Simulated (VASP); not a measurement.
# ZrO2 (Fm-3m) in VASP: a series of runs

The runs below take ZrO2 through single point, relaxation of cell and atoms, with PBEsol.

Everything below comes from runs of VASP 6.6.1. Logs are shortened: lines on timing, memory, paths and dates and some standing lists are left out, and cuts for length are marked.

### 1 The cell of the first run

Symmetry: Fm-3m, No. 225, cubic system. The conventional cell has a = 5.064 Å, b = 5.064 Å, c = 5.064 Å, α = 90.00°, β = 90.00°, γ = 90.00°. Within 2.9 Å of Zr (site symmetry m-3m) lie 8 O at 2.19 Å. Within 2.9 Å of O (site symmetry -43m) lie 4 Zr at 2.19 Å and 6 O at 2.53 Å.

### 2 Single point, PBEsol

Contents of INCAR:

```
SYSTEM = ZrO2
  PREC = Accurate
  ENCUT = 520
  EDIFF = 1E-7
  ISMEAR = 0
  SIGMA = 0.02
  LREAL = .FALSE.
  LASPH = .TRUE.
  NELM = 80
  ALGO = Normal
  ISIF = 2
  LWAVE = .FALSE.
  LCHARG = .TRUE.
  GGA = PS
  LELF = .TRUE.
  LVHAR = .TRUE.
  NBANDS = 19
```

Contents of KPOINTS:

```
Automatic mesh
0
G
  8 8 8
  0 0 0
```

Contents of POSCAR:

```
ZrO2
1.0
    0.0000000000      2.5321252568      2.5321252568
    2.5321252568      0.0000000000      2.5321252568
    2.5321252568      2.5321252568      0.0000000000
Zr O
1 2
Direct
    0.0000000000      0.0000000000      0.0000000000
    0.2500000000      0.2500000000      0.2500000000
    0.7500000000      0.7500000000      0.7500000000
```

Potentials or basis: VASP PAW PBE potentials, release 64 (Zr_sv, O).

The run is started by

```
cat potpaw_PBE.64/Zr_sv/POTCAR potpaw_PBE.64/O/POTCAR > POTCAR
mpirun -np 1 vasp_std > vasp.out
```

OUTCAR:

```text
SYSTEM = ZrO2
   PREC = Accurate
   ENCUT = 520
   EDIFF = 1E-7
   ISMEAR = 0
   LREAL = .FALSE.
   LASPH = .TRUE.
   NELM = 80
   ISIF = 2
   GGA = PS

 ion  position               nearest neighbor table
   1  0.000  0.000  0.000-   3 2.19   3 2.19   3 2.19   2 2.19   2 2.19   2 2.19   3 2.19   2 2.19

   2  0.250  0.250  0.250-   1 2.19   1 2.19   1 2.19   1 2.19
   3  0.750  0.750  0.750-   1 2.19   1 2.19   1 2.19   1 2.19

  LATTYP: Found a face centered cubic cell.
 ALAT       =     5.0642505136

  Lattice vectors:

 A1 = (   0.0000000000,   2.5321252568,   2.5321252568)
 A2 = (   2.5321252568,   0.0000000000,   2.5321252568)
 A3 = (   2.5321252568,   2.5321252568,   0.0000000000)

Analysis of symmetry for initial positions (statically):
=====================================================================
 Subroutine PRICEL returns:
 Original cell was already a primitive cell.

 Routine SETGRP: Setting up the symmetry group for a
 face centered cubic supercell.

 Subroutine GETGRP returns: Found 48 space group operations
 (whereof 48 operations were pure point group operations)
 out of a pool of 48 trial point group operations.

The static configuration has the point symmetry O_h .

Analysis of symmetry for dynamics (positions and initial velocities):
=====================================================================
 Subroutine PRICEL returns:
 Original cell was already a primitive cell.

 Routine SETGRP: Setting up the symmetry group for a
 face centered cubic supercell.

 Subroutine GETGRP returns: Found 48 space group operations
 (whereof 48 operations were pure point group operations)
 out of a pool of 48 trial point group operations.

The dynamic configuration has the point symmetry O_h .

 Subroutine INISYM returns: Found 48 space group operations
 (whereof 48 operations are pure point group operations),
 and found     1 'primitive' translations

----------------------------------------------------------------------------------------

                                     Primitive cell

  volume of cell :      32.4702

  direct lattice vectors                    reciprocal lattice vectors
     0.000000000  2.532125257  2.532125257    -0.197462585  0.197462585  0.197462585
     2.532125257  0.000000000  2.532125257     0.197462585 -0.197462585  0.197462585
[... 78 lines left out ...]
   PREC   = accura    normal or accurate (medium, high low for compatibility)
   ISTART =      0    job   : 0-new  1-cont  2-samecut
   ICHARG =      2    charge: 1-file 2-atom 10-const
   ISPIN  =      1    spin polarized calculation?
   LNONCOLLINEAR =      F non collinear calculations
   LSORBIT =      F    spin-orbit coupling
   LASPH  =      T    aspherical Exc in radial PAW
   ENCUT  =  520.0 eV  38.22 Ry    6.18 a.u.   6.66  6.66  6.66*2*pi/ulx,y,z
   NELM   =     80;   NELMIN=  2; NELMDL= -5     # of ELM steps
   EDIFF  = 0.1E-06   stopping-criterion for ELM
   LREAL  =      F    real-space projection
   EDIFFG = 0.1E-05   stopping-criterion for IOM
   NSW    =      0    number of steps for IOM
   IBRION =     -1    ionic relax: 0-MD 1-quasi-New 2-CG
   NFREE  =      0    steps in history (QN), initial steepest desc. (CG)
   ISIF   =      2    stress and relaxation
   ISYM   =      2    0-nonsym 1-usesym 2-fastsym
   POTIM  = 0.5000    time-step for ionic-motion
   TEBEG  =    0.0;   TEEND  =   0.0 temperature during run
   PSTRESS=    0.0 pullay stress
   NELECT =      24.0000    total number of electrons
   NUPDOWN=      -1.0000    fix difference up-down
   EMIN   =  10.00;   EMAX   =-10.00  energy-range for DOS
   EFERMI =   0.00;   METHOD = LEGACY
   ISMEAR =     0;   SIGMA  =   0.02  broadening in eV -4-tet -1-fermi 0-gaus
   EFERMI_NEDOS =   21; number of points for ismear=-14 and -15
   IALGO  =     38    algorithm
   IMIX   =      4    mixing-type and parameters
     AMIX     =   0.40;   BMIX     =  1.00
     AMIX_MAG =   1.60;   BMIX_MAG =  1.00
  volume/ion in A,a.u.               =      10.82        73.04
  Fermi-wavevector in a.u.,A,eV,Ry     =   1.480187  2.797149 29.809752  2.190955
  Thomas-Fermi vector in A             =   2.594253
   LORBIT       =      0    0 simple, 1 ext, 2 COOP (PROOUT), +10 PAW based schemes
   GGA     = PS    functional components
   LHFCALC =     F    Hartree Fock is set to
   AEXX    =    0.0000 exact exchange contribution
   IVDW    =     0    specifies the selected vdW correction
   LEPSILON=     F    determine dielectric tensor
   LRPA    =     F    only Hartree local field effects (RPA)
 non-spin polarized calculation
 Gauss-broadening in eV      SIGMA  =   0.02
  energy-cutoff  :      520.00
  volume of cell :       32.47
 maximum number of plane-waves:       893
   NGX = 13   NGY = 13   NGZ = 13

 number of electron      23.9999992 magnetization

 Free energy of the ion-electron system (eV)
  ---------------------------------------------------
  ext. energy  EPLUGINS =         0.00000000
  ---------------------------------------------------
  free energy    TOTEN  =       -29.92435991 eV

  energy without entropy =      -29.92435991  energy(sigma->0) =      -29.92435991

 E-fermi :   7.5163     XC(G=0): -12.1390

 val. band max:        7.2622550146   @ k =   0.5000   0.5000   0.0000
 cond. band min:      10.5832748987   @ k =   0.0000   0.0000   0.0000
 fundamental gap:      3.3210198841
 Fermi energy:         7.5163000477

 k-point     1 :       0.0000    0.0000    0.0000
  band No.  band energies     occupation
      1     -40.6178      2.00000
      2     -18.4813      2.00000
      3     -18.4813      2.00000
      4     -18.4813      2.00000
      5     -10.9513      2.00000
      6      -8.2823      2.00000
[... 505 lines left out ...]
      6      -8.8676      2.00000
[... 11 lines left out ...]
     18      17.8278      0.00000
     19      21.9149      0.00000

 [... further k-points ...]
[... 5 lines left out ...]
  --------------------------------------------------------------------------------------
  -------------------------------------------------------------------------------------
  Total        0.0874028      0.0874028      0.0874028     -0.0000000      0.0000000      0.0000000
  in kB        4.3127130      4.3127130      4.3127130     -0.0000000      0.0000000      0.0000000
  external PRESSURE =       4.3127130 kB  Pullay stress =       0.0000000 kB

 VOLUME and BASIS-vectors are now :
 -----------------------------------------------------------------------------
  energy-cutoff  :      520.00
  volume of cell :       32.47
      direct lattice vectors                 reciprocal lattice vectors
     0.000000000  2.532125257  2.532125257    -0.197462585  0.197462585  0.197462585
     2.532125257  0.000000000  2.532125257     0.197462585 -0.197462585  0.197462585
     2.532125257  2.532125257  0.000000000     0.197462585  0.197462585 -0.197462585

 POSITION                                       TOTAL-FORCE (eV/Angst)
 -----------------------------------------------------------------------------------
      0.00000      0.00000      0.00000         0.000000     -0.000000      0.000000
      1.26606      1.26606      1.26606         0.000000      0.000000      0.000000
      3.79819      3.79819      3.79819        -0.000000     -0.000000     -0.000000
 -----------------------------------------------------------------------------------
    total drift:                                0.000000      0.000000      0.000000

  FREE ENERGIE OF THE ION-ELECTRON SYSTEM (eV)
  ---------------------------------------------------
  free  energy   TOTEN  =       -29.9243599142 eV

  energy  without entropy=      -29.9243599142  energy(sigma->0) =      -29.92435991
```

OSZICAR:

```text
N       E                     dE             d eps       ncg     rms          rms(c)
DAV:   1     0.177998894497E+03    0.17800E+03   -0.14398E+04  1102   0.130E+03
DAV:   2    -0.265130681096E+02   -0.20451E+03   -0.19813E+03  1349   0.344E+02
DAV:   3    -0.354516120958E+02   -0.89385E+01   -0.88855E+01  1486   0.673E+01
DAV:   4    -0.357448107955E+02   -0.29320E+00   -0.29236E+00  1510   0.972E+00
DAV:   5    -0.357498591919E+02   -0.50484E-02   -0.50472E-02  1383   0.119E+00    0.252E+01
DAV:   6    -0.300684169439E+02    0.56814E+01   -0.20746E+01  1182   0.377E+01    0.925E+00
DAV:   7    -0.299738896520E+02    0.94527E-01   -0.89975E-01  1333   0.739E+00    0.728E+00
DAV:   8    -0.299434229222E+02    0.30467E-01   -0.36290E-01  1239   0.553E+00    0.310E+00
DAV:   9    -0.299238367773E+02    0.19586E-01   -0.60697E-02  1190   0.219E+00    0.398E-01
DAV:  10    -0.299245408270E+02   -0.70405E-03   -0.47914E-03  1329   0.669E-01    0.341E-01
DAV:  11    -0.299243505714E+02    0.19026E-03   -0.73628E-04  1201   0.273E-01    0.365E-02
DAV:  12    -0.299243660954E+02   -0.15524E-04   -0.55148E-05  1364   0.551E-02    0.519E-02
DAV:  13    -0.299243596071E+02    0.64883E-05   -0.19771E-05  1278   0.366E-02    0.492E-03
DAV:  14    -0.299243602007E+02   -0.59356E-06   -0.20824E-06  1298   0.148E-02    0.967E-03
DAV:  15    -0.299243599299E+02    0.27073E-06   -0.61988E-07  1225   0.733E-03    0.541E-04
DAV:  16    -0.299243599142E+02    0.15795E-07   -0.12809E-08   761   0.949E-04
   1 F= -.29924360E+02 E0= -.29924360E+02  d E =-.559898E-74
```

stdout:

```text
POSCAR found type information on POSCAR ZrO
 POSCAR found :  2 types and       3 ions
 scaLAPACK will be used
 -----------------------------------------------------------------------------
|                                                                             |
|                                                                             |
|     You enforced a specific xc type in the INCAR file but a different       |
|     I HOPE YOU KNOW WHAT YOU ARE DOING!                                     |
|                                                                             |
 -----------------------------------------------------------------------------

 LDA part: xc-table for (Slater+PW92), standard interpolation
 POSCAR, INCAR and KPOINTS ok, starting setup
 FFT: planning ... GRIDC
 FFT: planning ... GRID_SOFT
 FFT: planning ... GRID
 WAVECAR not read
 entering main loop
```

Run time: 17 s. Hardware: 1 thread of Intel Xeon Platinum 8488C (Sapphire Rapids), shared host; peak memory 0.16 GiB.

What came out:

| Property | Result |
| --- | --- |
| Free energy | -29.9244 eV |
| Pressure | 0.4 GPa |
| Band gap on the k mesh | 3.32 eV, indirect (least direct gap 3.76 eV) |

Caveat: the PAW data sets were made with another functional, which shifts forces and pressure a little. A k mesh can miss the band edges.

### 3 Relaxation of cell and atoms, PBEsol

This run uses another cell than the first one, of 10.86 Å³/atom, 1.003 times its volume.

Contents of INCAR:

```
SYSTEM = ZrO2
PREC = Accurate
ENCUT = 600
EDIFF = 1E-7
ISMEAR = 0
SIGMA = 0.02
LREAL = .FALSE.
LASPH = .TRUE.
NELM = 80
ALGO = Normal
ISIF = 3
LWAVE = .FALSE.
LCHARG = .FALSE.
GGA = PS
IBRION = 2
NSW = 100
EDIFFG = -0.01
```

Contents of KPOINTS:

```
regular mesh
0
G
  8 8 8
  0 0 0
```

Contents of POSCAR:

```
ZrO2
1.0
    0.0000000000      2.5350000000      2.5350000000
    2.5350000000      0.0000000000      2.5350000000
    2.5350000000      2.5350000000      0.0000000000
Zr O
1 2
Direct
    0.0000000000      0.0000000000      0.0000000000
    0.2500000000      0.2500000000      0.2500000000
    0.7500000000      0.7500000000      0.7500000000
```

Potentials or basis: VASP PAW PBE potentials, release 64 (Zr_sv, O).

The run is started by

```
cat potpaw_PBE.64/Zr_sv/POTCAR potpaw_PBE.64/O/POTCAR > POTCAR
mpirun -np 1 vasp_std > vasp.out
```

OUTCAR:

```text
SYSTEM = ZrO2
   PREC = Accurate
   ENCUT = 600
   EDIFF = 1E-7
   ISMEAR = 0
   LREAL = .FALSE.
   LASPH = .TRUE.
   NELM = 80
   ISIF = 3
   GGA = PS
   IBRION = 2
   NSW = 100
   EDIFFG = -0.01

 ion  position               nearest neighbor table
   1  0.000  0.000  0.000-   3 2.20   3 2.20   3 2.20   2 2.20   3 2.20   2 2.20   2 2.20   2 2.20

   2  0.250  0.250  0.250-   1 2.20   1 2.20   1 2.20   1 2.20
   3  0.750  0.750  0.750-   1 2.20   1 2.20   1 2.20   1 2.20

  LATTYP: Found a face centered cubic cell.
 ALAT       =     5.0700000000

  Lattice vectors:

 A1 = (   0.0000000000,   2.5350000000,   2.5350000000)
 A2 = (   2.5350000000,   0.0000000000,   2.5350000000)
 A3 = (   2.5350000000,   2.5350000000,   0.0000000000)

[... 252 lines left out ...]
 number of electron      23.9999997 magnetization

 Free energy of the ion-electron system (eV)
  ---------------------------------------------------
  ext. energy  EPLUGINS =         0.00000000
  ---------------------------------------------------
  free energy    TOTEN  =       -29.92953719 eV

  energy without entropy =      -29.92953719  energy(sigma->0) =      -29.92953719

 E-fermi :   7.5057     XC(G=0): -12.1340

 val. band max:        7.2500685349   @ k =   0.5000   0.5000   0.0000
 cond. band min:      10.5703271148   @ k =   0.0000   0.0000   0.0000
 fundamental gap:      3.3202585799
 Fermi energy:         7.5057444371

 k-point     1 :       0.0000    0.0000    0.0000
  band No.  band energies     occupation
      1     -40.6332      2.00000
      2     -18.4967      2.00000
      3     -18.4967      2.00000
      4     -18.4967      2.00000
      5     -10.9582      2.00000
      6      -8.2938      2.00000
[... 433 lines left out ...]
      3     -18.7985      2.00000
      4     -18.6166      2.00000
      5      -9.5440      2.00000
      6      -8.8795      2.00000
[... 8 lines left out ...]
     15      13.5221      0.00000
     16      14.7035      0.00000

 [... further k-points ...]
[... 5 lines left out ...]
  --------------------------------------------------------------------------------------
  -------------------------------------------------------------------------------------
  Total        0.0018780      0.0018780      0.0018780      0.0000000      0.0000000     -0.0000000
  in kB        0.0925848      0.0925848      0.0925848      0.0000000      0.0000000     -0.0000000
  external PRESSURE =       0.0925848 kB  Pullay stress =       0.0000000 kB
[... 18 lines left out ...]
  FREE ENERGIE OF THE ION-ELECTRON SYSTEM (eV)
  ---------------------------------------------------
  free  energy   TOTEN  =       -29.9295371897 eV

  energy  without entropy=      -29.9295371897  energy(sigma->0) =      -29.92953719

 reached required accuracy - stopping structural energy minimisation
```

OSZICAR:

```text
N       E                     dE             d eps       ncg     rms          rms(c)
DAV:   1     0.208499011809E+03    0.20850E+03   -0.15827E+04   928   0.172E+03
DAV:   2    -0.264836009895E+02   -0.23498E+03   -0.23003E+03  1192   0.407E+02
[... 27 lines left out ...]
DAV:   1    -0.299315846294E+02   -0.24113E-02   -0.67100E-02  1096   0.277E+00    0.526E-01
DAV:   2    -0.299298594703E+02    0.17252E-02   -0.59543E-03  1136   0.696E-01    0.200E-01
DAV:   3    -0.299295071908E+02    0.35228E-03   -0.14536E-03  1472   0.325E-01    0.394E-02
DAV:   4    -0.299295160282E+02   -0.88374E-05   -0.12475E-04  1408   0.856E-02    0.384E-02
DAV:   5    -0.299295313131E+02   -0.15285E-04   -0.14819E-05  1512   0.235E-02    0.191E-02
DAV:   6    -0.299295372358E+02   -0.59227E-05   -0.15996E-05  1520   0.252E-02    0.235E-03
DAV:   7    -0.299295371897E+02    0.46136E-07   -0.39227E-07   928   0.518E-03
   3 F= -.29929537E+02 E0= -.29929537E+02  d E =-.164905E-03
```

It took 71 s on 1 thread of Intel Xeon Platinum 8375C at 2.90GHz (Ice Lake), shared host; peak memory 0.18 GiB.

What came out:

| Property | Result |
| --- | --- |
| Free energy | -29.9295 eV |
| Relaxed volume | 10.83 Å³/atom |
| Relaxed cell | a = 3.582 Å, b = 3.582 Å, c = 3.582 Å, α = 60.00°, β = 60.00°, γ = 60.00° |
| Space group after relaxing (to 0.05 Å) | Fm-3m (No. 225) |
| Energy gained by relaxing | 0.1 meV/atom |
| Ionic steps | 3 |
| Pressure after relaxing | 0.0 GPa |
| Band gap on the k mesh | 3.32 eV, indirect (least direct gap 3.76 eV) |

The path:
```tsv
step	energy change (eV)	largest force (eV/Å)	pressure (GPa)	volume (Å³)
1	0.0000	0.0000	-0.64	32.58
2	0.0002	0.0000	0.96	32.38
3	-0.0002	0.0000	0.01	32.50
```

Final structure:
```xyz
3
Lattice="0.0000 2.5329 2.5329 2.5329 0.0000 2.5329 2.5329 2.5329 0.0000" Properties=species:S:1:pos:R:3 pbc="T T T"
Zr    0.0000    0.0000    0.0000
O     1.2664    1.2664    1.2664
O     3.7993    3.7993    3.7993
```

Caveat: the PAW data sets were made with another functional, which shifts forces and pressure a little.
